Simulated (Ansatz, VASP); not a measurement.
Two plane-wave programs on Cu

INCAR

```
SYSTEM = Cu
PREC = Accurate ; ENCUT = 700
EDIFF = 1E-6 ; ISMEAR = 0
SIGMA = 0.15 ; LREAL = .False.
LASPH = .True. ; NELM = 120
ALGO = Normal ; ISIF = 2
LWAVE = .False. ; LCHARG = .False.
GGA = PS ; NBANDS = 16
GGA_COMPAT = .False.
```

The input KPOINTS:

```
Automatic mesh
0
Gamma
  24 24 24
  0 0 0
```

The input POSCAR:

```
Cu
1.0
   -1.4211514202      1.4211514202      1.3967226717
    1.4211514202     -1.4211514202      1.3967226717
    1.4211514202      1.4211514202     -1.3967226717
Cu
1
Direct
    0.0000000000      0.0000000000      0.0000000000
```

Input for Ansatz:

```yaml
crystal:
  lattice:
    - [-1.4211514202, 1.4211514202, 1.3967226717]
    - [1.4211514202, -1.4211514202, 1.3967226717]
    - [1.4211514202, 1.4211514202, -1.3967226717]
  atoms:
    - { symbol: Cu, position: [0.0, 0.0, 0.0] }
basis:
  ecutwfc: 420
kpoints:
  mp_grid: { grid: [24, 24, 24] }
hamiltonian:
  xc: pbesol
scf:
  occupations: { method: gaussian, width: 0.15 }
output:
  forces: true
  stress: true
  eigenvalues: true
```

Change from the starting cell: strain -0.015 along x and y, +0.015 along z, atoms carried along.

Alike in both runs: task single point; functional PBEsol; k mesh 24 × 24 × 24; occupations gaussian, width 0.15 eV; no spin polarisation.

|  | VASP | Ansatz |
| --- | --- | --- |
| version | VASP 6.6.1 | Ansatz 0.2.0 |
| potentials or method | VASP PAW PBE potentials, release 64 (Cu_sv_GW), cutoff 700 eV | scalar-relativistic, plane waves, PAW |
| valence electrons in the cell | 19 | 19 |

|  | VASP | Ansatz | Ansatz less VASP |
| --- | --- | --- | --- |
| gap on the k mesh at the Fermi level (eV) | none | none | - |
| pressure (GPa) | -3.0 | 1.0 | +4.08 |

VASP's potentials were made for PBE, not for PBEsol. A gap of «none» marks a metal or a gap that the smearing closes. One of these differences is far larger than is usual between the two programs; its cause wasn't traced.
